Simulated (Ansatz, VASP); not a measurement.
Te in VASP and in Ansatz

```
Te
1.0
    -1.93945    1.93945    1.93945
     1.93945   -1.93945    1.93945
     1.93945    1.93945   -1.93945
Te
1
Direct
  0.00000 0.00000 0.00000
```

Alike in both runs: task single point; functional PBEsol; k mesh 13 × 13 × 13; occupations fermi-dirac, width 0.1 eV; no spin polarisation.

|  | VASP | Ansatz |
| --- | --- | --- |
| version | VASP 6.6.1 | Ansatz 0.2.0 |
| potentials or method | VASP PAW PBE potentials, release 64 (Te), cutoff 520 eV | plane waves (420 eV) with PAW, scalar-relativistic |
| valence electrons in the cell | 6 | 16 |

```tsv
	VASP	Ansatz	Ansatz less VASP
pressure (GPa)	-4.2	-4.2	+0.03
```

VASP's potentials were made for PBE, not for PBEsol, and Ansatz warns of the same on its side. VASP's potentials hold 6 valence electrons a cell and Ansatz's 16, so a difference there can come from the potentials and not from the codes.

Neither program's run includes spin-orbit coupling.
